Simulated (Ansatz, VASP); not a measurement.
Ta: VASP beside Ansatz

```xyz
1
Lattice="-1.6549 1.6549 1.6549 1.6549 -1.6549 1.6549 1.6549 1.6549 -1.6549" Properties=species:S:1:pos:R:3 pbc="T T T"
Ta    0.0000    0.0000    0.0000
```

Alike in both runs: task single point; functional r2SCAN; k mesh 8 × 8 × 8; occupations gaussian, width 0.1 eV; no spin polarisation.

|  | VASP | Ansatz |
| --- | --- | --- |
| version | VASP 6.6.1 | Ansatz 0.2.0 |
| potentials or method | VASP PAW PBE potentials, release 64 (Ta_pv), cutoff 550 eV | scalar-relativistic, plane waves, PAW |
| valence electrons in the cell | 11 | 13 |

|  | VASP | Ansatz | Ansatz less VASP |
| --- | --- | --- | --- |
| gap on the k mesh at the Fermi level (eV) | none | none | - |
| pressure (GPa) | -2.8 | -3.4 | -0.61 |

VASP's potentials were made for PBE, not for r2SCAN. A gap of «none» marks a metal or a gap that the smearing closes. With one functional, cell and mesh, what is left measures potentials, basis and numerics. VASP's potentials hold 11 valence electrons a cell and Ansatz's 13, so a difference there can come from the potentials and not from the codes.

Neither program's run includes spin-orbit coupling.
